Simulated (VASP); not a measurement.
A run of VASP 6.6.1:

INCAR

```
  PREC = Accurate
  ENCUT = 520
  EDIFF = 1E-7
  ISMEAR = 0
  SIGMA = 0.1
  LREAL = F
  LASPH = T
  NELM = 100
  ALGO = Fast
  ISIF = 2
  LWAVE = F
  LCHARG = F
  GGA = PS
  NBANDS = 24
```

Contents of KPOINTS:

```
Automatic mesh
0
Gamma
  10 10 14
```

The input POSCAR:

```
Fe3Co
1.0
    3.8262974756      0.0000000000      0.0000000000
    0.0000000000      3.8262974756      0.0000000000
    0.0000000000      0.0000000000      2.6890586608
Fe Co
3 1
Direct
    0.5000000000      0.5000000000      0.0000000000
    0.5000000000      0.0000000000      0.5000000000
    0.0000000000      0.5000000000      0.5000000000
    0.0000000000      0.0000000000      0.0000000000
```

Potentials or basis: VASP PAW PBE potentials, release 64 (Fe, Co).

Run with:

```sh
$ cat potpaw_PBE.64/Fe/POTCAR potpaw_PBE.64/Co/POTCAR > POTCAR
$ mpirun -np 1 vasp_std > vasp.out
```

Hardware: 1 thread of Intel(R) Xeon(R) 6975P-C (Granite Rapids), on a shared host.

Q: Estimate the wall time of this run.

A: Wall time 72 s on 1 thread of Intel(R) Xeon(R) 6975P-C (Granite Rapids) (shared host), peak memory 0.26 GiB. Counts: scf iterations 21, k points 168.
